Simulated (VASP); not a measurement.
# La (P6_3/mmc) in VASP: notebook, part 2 of 2

VASP 6.6.1. The steps go on from the part before.

### Step 4. Single point, PBE (34.34 Å³/atom)

This run uses another cell than the first one, of 34.34 Å³/atom.

Input file INCAR:

```
SYSTEM = La
PREC = Accurate
ENCUT = 520
EDIFF = 1E-6
ISMEAR = -1
SIGMA = 0.1
LREAL = .FALSE.
LASPH = .TRUE.
NELM = 60
ALGO = Normal
ISIF = 2
LWAVE = .FALSE.
LCHARG = .TRUE.
GGA = PE
LELF = .TRUE.
LVHAR = .TRUE.
NBANDS = 30
```

Input file KPOINTS:

```
regular mesh
0
G
  13 13 4
  0 0 0
```

Input file POSCAR:

```
La
1.0
    3.6692839919      0.0000000000      0.0000000000
   -1.8346419959      3.1776931507      0.0000000000
    0.0000000000      0.0000000000     11.7806804779
La
4
Direct
    0.0000000000      1.0000000000      1.0000000000
    0.0000000000      1.0000000000      0.5000000000
    0.3333333333      0.6666666667      0.7500000000
    0.6666666667      0.3333333333      0.2500000000
```

On the command line:

```sh
$ cat potpaw_PBE.64/La/POTCAR > POTCAR
$ mpirun -np 1 vasp_std > vasp.out
```

Wall time 3.3 min (1 thread of Intel Xeon 6975P-C (Granite Rapids), shared host); peak memory 0.39 GiB.

The run converged. Its results:

```yaml
Free_energy: -19.5649 eV
Pressure: 2.3 GPa
Band_gap_on_the_k_mesh: zero (bands 22 and 23 overlap by 1.23 eV)
```

Stress tensor (GPa, compression positive):
```
2.31 0.00 0.00
0.00 2.31 0.00
0.00 0.00 2.41
```

Levels at points of the mesh, in eV from the Fermi level:
| k point | band 20 | band 21 | band 22 | band 23 | band 24 | band 25 |
| --- | --- | --- | --- | --- | --- | --- |
| (0.00, 0.00, 0.00) | -1.76 | 0.57 | 0.71 | 1.26 | 1.26 | 1.32 |
| (0.00, 0.00, 0.50) | -1.74 | 0.79 | 0.79 | 1.33 | 1.33 | 1.33 |

Caveat: spin-orbit coupling is left out, which moves the levels of the heavy elements.

### Step 5. Single point, PBE (35.83 Å³/atom)

This run uses another cell than the first one, of 35.83 Å³/atom.

Input file INCAR:

```
SYSTEM = La
  PREC = Accurate
  ENCUT = 520
  EDIFF = 1E-7
  ISMEAR = -1
  SIGMA = 0.1
  LREAL = .False.
  LASPH = .True.
  NELM = 60
  ALGO = Normal
  ISIF = 2
  LWAVE = .False.
  LCHARG = .False.
  GGA = PE
  NBANDS = 30
```

Input file KPOINTS:

```
regular mesh
0
Gamma
  13 13 4
  0 0 0
```

Input file POSCAR:

```
La
1.0
    3.7217094176      0.0000000000      0.0000000000
   -1.8608547088      3.2230949012      0.0000000000
    0.0000000000      0.0000000000     11.9489986540
La
4
Direct
    0.0000000000      1.0000000000      1.0000000000
    0.0000000000      1.0000000000      0.5000000000
    0.3333333333      0.6666666667      0.7500000000
    0.6666666667      0.3333333333      0.2500000000
```

On the command line:

```sh
$ cat potpaw_PBE.64/La/POTCAR > POTCAR
$ mpirun -np 1 vasp_std > vasp.out
```

Run time: 3.2 min. Hardware: 1 thread of Intel Xeon 6975P-C (Granite Rapids), shared host; peak memory 0.38 GiB.

The run converged. Its results:

- Free energy: -19.6295 eV
- Pressure: 1.1 GPa
- Band gap on the k mesh: zero (bands 22 and 23 overlap by 1.16 eV)

Levels at points of the mesh, in eV from the Fermi level:
| k point | band 20 | band 21 | band 22 | band 23 | band 24 | band 25 |
| --- | --- | --- | --- | --- | --- | --- |
| (0.00, 0.00, 0.00) | -1.79 | 0.53 | 0.67 | 1.25 | 1.25 | 1.31 |
| (0.00, 0.00, 0.50) | -1.70 | 0.80 | 0.80 | 1.31 | 1.31 | 1.32 |

Caveat: spin-orbit coupling is left out, which moves the levels of the heavy elements.

### Step 6. Single point, PBE, collinear spin

Input file INCAR:

```
PREC = Accurate
ENCUT = 520
EDIFF = 1E-7
ISMEAR = -1
SIGMA = 0.05
LREAL = False
LASPH = True
NELM = 150
ALGO = Normal
ISIF = 2
LWAVE = False
LCHARG = True
ISPIN = 2
MAGMOM = 1 1 1 1
LORBIT = 11
LMAXMIX = 6
GGA = PE
LELF = True
LVHAR = True
NBANDS = 34
```

Input file KPOINTS:

```
Automatic mesh
0
Gamma
  10 10 3
```

Input file POSCAR:

```
La
1.0
    3.7742977453      0.0000000000      0.0000000000
   -1.8871488726      3.2686377289      0.0000000000
    0.0000000000      0.0000000000     12.0861956806
La
4
Direct
    0.0000000000      1.0000000000      1.0000000000
    0.0000000000      1.0000000000      0.5000000000
    0.3333333333      0.6666666667      0.7500000000
    0.6666666667      0.3333333333      0.2500000000
```

Potentials or basis: VASP PAW PBE potentials, release 64 (La).

On the command line:

```sh
$ cat potpaw_PBE.64/La/POTCAR > POTCAR
$ mpirun -np 1 vasp_std > vasp.out
```

OUTCAR:

```text
PREC = Accurate
   ENCUT = 520
   EDIFF = 1E-7
   ISMEAR = -1
   LREAL = False
   LASPH = True
   NELM = 150
   ISIF = 2
   ISPIN = 2
   LORBIT = 11
   GGA = PE

 ion  position               nearest neighbor table
   1  0.000  0.000  0.000-
   2  0.000  0.000  0.500-
   3  0.333  0.667  0.750-
   4  0.667  0.333  0.250-

  LATTYP: Found a hexagonal cell.
 ALAT       =     3.7742977453
 C/A-ratio  =     3.2022369448

  Lattice vectors:

 A1 = (   3.7742977453,   0.0000000000,   0.0000000000)
 A2 = (  -1.8871488726,   3.2686377289,   0.0000000000)
 A3 = (   0.0000000000,   0.0000000000,  12.0861956806)

Analysis of symmetry for initial positions (statically):
=====================================================================
 Subroutine PRICEL returns:
 Original cell was already a primitive cell.

 Routine SETGRP: Setting up the symmetry group for a
 hexagonal supercell.

 Subroutine GETGRP returns: Found 24 space group operations
 (whereof 12 operations were pure point group operations)
 out of a pool of 24 trial point group operations.

The static configuration has the point symmetry D_3d.
 The point group associated with its full space group is D_6h.

Analysis of symmetry for dynamics (positions and initial velocities):
=====================================================================
 Subroutine PRICEL returns:
 Original cell was already a primitive cell.

 Routine SETGRP: Setting up the symmetry group for a
 hexagonal supercell.

 Subroutine GETGRP returns: Found 24 space group operations
 (whereof 12 operations were pure point group operations)
 out of a pool of 24 trial point group operations.

The dynamic configuration has the point symmetry D_3d.
[... 165 lines left out ...]
  free energy    TOTEN  =       -19.56885807 eV

  energy without entropy =      -19.51350934  energy(sigma->0) =      -19.54118370

 E-fermi :   7.8459     XC(G=0):  -9.5464

 val. band max:        7.8346665259   @ k =   0.1000   0.1000   0.3333
 cond. band min:       7.8544597262   @ k =   0.2000   0.2000   0.3333
 fundamental gap:      0.0197932004
 Fermi energy:         7.8458911761

 spin component 1

 k-point     1 :       0.0000    0.0000    0.0000
  band No.  band energies     occupation
      1     -25.0491      1.00000
      2     -24.9517      1.00000
      3     -24.9421      1.00000
      4     -24.8412      1.00000
      5      -9.4422      1.00000
      6      -8.7809      1.00000
[... 877 lines left out ...]
     33       9.6454      0.00000
     34       9.6721      0.00000

 [... further k-points ...]

 spin component 2

 k-point     1 :       0.0000    0.0000    0.0000
  band No.  band energies     occupation
      1     -25.0491      1.00000
      2     -24.9517      1.00000
      3     -24.9421      1.00000
      4     -24.8412      1.00000
      5      -9.4422      1.00000
      6      -8.7809      1.00000
[... 877 lines left out ...]
     33       9.6526      0.00000
     34       9.6665      0.00000

 [... further k-points ...]

------------------------ aborting loop because EDIFF is reached ----------------------------------------

  FORCE on cell =-STRESS in cart. coord.  units (eV):
  Direction    XX          YY          ZZ          XY          YZ          ZX
  --------------------------------------------------------------------------------------
  -------------------------------------------------------------------------------------
  Total        0.0654570      0.0654570      0.0565243      0.0000000      0.0000000      0.0000000
  in kB        0.7033548      0.7033548      0.6073701      0.0000000      0.0000000      0.0000000
  external PRESSURE =       0.6713599 kB  Pullay stress =       0.0000000 kB

 VOLUME and BASIS-vectors are now :
 -----------------------------------------------------------------------------
  energy-cutoff  :      520.00
  volume of cell :      149.11
      direct lattice vectors                 reciprocal lattice vectors
     3.774297745  0.000000000  0.000000000     0.264949950  0.152968925  0.000000000
    -1.887148873  3.268637729  0.000000000     0.000000000  0.305937850  0.000000000
     0.000000000  0.000000000 12.086195681     0.000000000  0.000000000  0.082739021

 POSITION                                       TOTAL-FORCE (eV/Angst)
 -----------------------------------------------------------------------------------
      0.00000      0.00000      0.00000        -0.000000     -0.000000      0.000000
      0.00000      0.00000      6.04310        -0.000000     -0.000000      0.000000
     -0.00000      2.17909      9.06465         0.000000      0.000000     -0.000000
      1.88715      1.08955      3.02155        -0.000000     -0.000000     -0.000000
 -----------------------------------------------------------------------------------
    total drift:                               -0.000000      0.000000      0.000000

  FREE ENERGIE OF THE ION-ELECTRON SYSTEM (eV)
  ---------------------------------------------------
  free  energy   TOTEN  =       -19.5688580686 eV

  energy  without entropy=      -19.5135093370  energy(sigma->0) =      -19.54118370

 total charge

# of ion       s       p       d       f       tot
--------------------------------------------------
    1        2.066   5.554   0.885   0.087   8.592
    2        2.066   5.554   0.885   0.087   8.592
    3        2.068   5.560   0.881   0.078   8.587
    4        2.068   5.560   0.881   0.078   8.587
--------------------------------------------------
tot          8.267  22.228   3.532   0.330  34.358

 magnetization (x)

# of ion       s       p       d       f       tot
--------------------------------------------------
    1        0.000   0.000   0.000   0.000   0.000
    2        0.000   0.000   0.000   0.000   0.000
    3       -0.000   0.000  -0.000  -0.000  -0.000
    4       -0.000   0.000  -0.000  -0.000  -0.000
--------------------------------------------------
tot          0.000   0.000  -0.000   0.000   0.000
```

OSZICAR:

```text
N       E                     dE             d eps       ncg     rms          rms(c)
DAV:   1     0.581419494486E+03    0.58142E+03   -0.14308E+04  3808   0.176E+03
DAV:   2     0.117332351136E+03   -0.46409E+03   -0.44961E+03  5272   0.349E+02
DAV:   3    -0.321623687153E+01   -0.12055E+03   -0.11674E+03  6088   0.200E+02
[... 13 lines left out ...]
DAV:  17    -0.195688564212E+02   -0.15637E-05   -0.23339E-06  6560   0.115E-02    0.224E-03
DAV:  18    -0.195688572262E+02   -0.80501E-06   -0.38412E-07  5176   0.594E-03    0.116E-03
DAV:  19    -0.195688578582E+02   -0.63195E-06   -0.10710E-07  3832   0.408E-03    0.479E-04
DAV:  20    -0.195688580001E+02   -0.14192E-06   -0.48000E-08  3680   0.376E-03    0.197E-04
DAV:  21    -0.195688580686E+02   -0.68546E-07   -0.33012E-08  3656   0.294E-03
   1 F= -.19568858E+02 E0= -.19541184E+02  d E =-.553487E-01  mag=    -0.0000
```

stdout:

```text
POSCAR found type information on POSCAR La
 POSCAR found :  1 types and       4 ions
 scaLAPACK will be used
 LDA part: xc-table for (Slater+PW92), standard interpolation
 POSCAR, INCAR and KPOINTS ok, starting setup
 FFT: planning ... GRIDC
 FFT: planning ... GRID_SOFT
 FFT: planning ... GRID
 WAVECAR not read
 entering main loop
```

Wall time 11 min (1 thread of Oxide Virtual Turin-like, shared host); peak memory 0.39 GiB.

What came out:

| Property | Result |
| --- | --- |
| Free energy | -19.5689 eV |
| Pressure | 0.1 GPa |
| Band gap on the k mesh | zero (filled and empty bands overlap) |
| Net moment | 0.00 μB per cell |
| Valence electrons inside the program's atomic spheres | La 8.59 |

Levels at points of the mesh, in eV from the Fermi level:
Spin up:
```csv
k point,band 19,band 20,band 21,band 22,band 23,band 24,band 25,band 26
"(0.00, 0.00, 0.00)",-1.87,-1.76,0.49,0.62,1.22,1.22,1.28,1.29
"(0.50, 0.00, 0.00)",-1.55,-1.05,-0.66,-0.29,-0.19,0.43,0.92,1.15
```
Spin down:
```
           k point  band 20  band 21  band 22  band 23  band 24  band 25
(0.00, 0.00, 0.00)    -1.76     0.49     0.63     1.22     1.22     1.28
(0.50, 0.00, 0.00)    -1.05    -0.66    -0.29    -0.19     0.43     0.92
```

Caveat: spin-orbit coupling is left out, which moves the levels of the heavy elements.

### Step 7. Summary

```tsv
spin	cell	k mesh	smearing	gap on the mesh (eV)	pressure (GPa)
off	a = 3.773, b = 3.773, c = 12.113 Å, angles 90.0, 90.0, 120.0°, 4 atoms	10 × 10 × 3	fermi-dirac 0.1 eV	none	0.1
off	a = 3.615, b = 3.615, c = 11.607 Å, angles 90.0, 90.0, 120.0°, 4 atoms	13 × 13 × 4	fermi-dirac 0.1 eV	none	3.8
off	a = 3.669, b = 3.669, c = 11.781 Å, angles 90.0, 90.0, 120.0°, 4 atoms	13 × 13 × 4	fermi-dirac 0.1 eV	none	2.3
off	a = 3.722, b = 3.722, c = 11.949 Å, angles 90.0, 90.0, 120.0°, 4 atoms	13 × 13 × 4	fermi-dirac 0.1 eV	none	1.1
collinear	a = 3.774, b = 3.774, c = 12.086 Å, angles 90.0, 90.0, 120.0°, 4 atoms	10 × 10 × 3	fermi-dirac 0.05 eV	none	0.1
```

Alike in all rows: task single point; level PBE; potentials or basis VASP PAW PBE potentials, release 64 (La); cutoff (eV) 520.

Caveats: spin-orbit coupling is left out, which moves the levels of the heavy elements; the cell stands under pressure (at least some runs).

Total energies depend on the potentials used, so only differences within one code and one set of settings carry meaning.
